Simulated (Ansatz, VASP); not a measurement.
Be3SbP in VASP and in Ansatz

Contents of INCAR:

```
SYSTEM = Be3SbP
ALGO     = Normal         ! electronic algorithm
EDIFF    = 1E-6           ! SCF threshold, eV
ENCUT    = 600            ! plane-wave cutoff, eV
GGA      = PE             ! functional
GGA_COMPAT= .False.      
ISIF     = 2              ! what is computed and relaxed
ISMEAR   = 0              ! smearing method
LASPH    = .True.         ! aspherical terms in the spheres
LCHARG   = .True.         ! write CHGCAR
LELF     = .True.         ! ELF
LREAL    = .False.        ! projectors in reciprocal space
LVHAR    = .True.       
LWAVE    = .False.        ! write WAVECAR
NBANDS   = 16             ! bands
NELM     = 120            ! most SCF steps
PREC     = Accurate       ! precision mode
SIGMA    = 0.05           ! smearing width, eV
```

File KPOINTS:

```
k-points
0
Gamma
  4 4 4
  0 0 0
```

The input POSCAR:

```
Be3SbP
1.0
    4.8000000000      0.0000000000      0.0000000000
    0.0000000000      4.8000000000      0.0000000000
    0.0000000000      0.0000000000      4.8000000000
Sb P Be
1 1 3
Direct
    0.0000000000      0.0000000000      0.0000000000
    0.5000000000      0.5000000000      0.5000000000
    0.5000000000      0.5000000000      0.0000000000
    0.5000000000      0.0000000000      0.5000000000
    0.0000000000      0.5000000000      0.5000000000
```

Input for Ansatz:

```yaml
crystal:
  lattice:
    - [4.8, 0.0, 0.0]
    - [0.0, 4.8, 0.0]
    - [0.0, 0.0, 4.8]
  atoms:
    - { symbol: Sb, position: [0.0, 0.0, 0.0] }
    - { symbol: P, position: [0.5, 0.5, 0.5] }
    - { symbol: Be, position: [0.5, 0.5, 0.0] }
    - { symbol: Be, position: [0.5, 0.0, 0.5] }
    - { symbol: Be, position: [0.0, 0.5, 0.5] }
basis:
  ecutwfc: 420
kpoints:
  mp_grid: { grid: [4, 4, 4] }
hamiltonian:
  xc: pbe
scf:
  occupations: { method: gaussian, width: 0.05 }
output:
  forces: true
  stress: true
  eigenvalues: true
```

Alike in both runs: task single point; functional PBE; k mesh 4 × 4 × 4; occupations gaussian, width 0.05 eV; no spin polarisation.

```csv
,VASP,Ansatz
version,VASP 6.6.1,Ansatz 0.2.0
potentials or method,"VASP PAW PBE potentials, release 64 (Sb, P, Be), cutoff 600 eV","scalar-relativistic, plane waves, PAW"
valence electrons in the cell,16,26
```

```tsv
	VASP	Ansatz	Ansatz less VASP
gap on the k mesh at the Fermi level (eV)	none	none	-
pressure (GPa)	-14.2	-14.2	0.00
```

A gap of «none» marks a metal or a gap that the smearing closes. VASP's potentials hold 16 valence electrons a cell and Ansatz's 26, so a difference there can come from the potentials and not from the codes.

Spin-orbit coupling is off throughout.
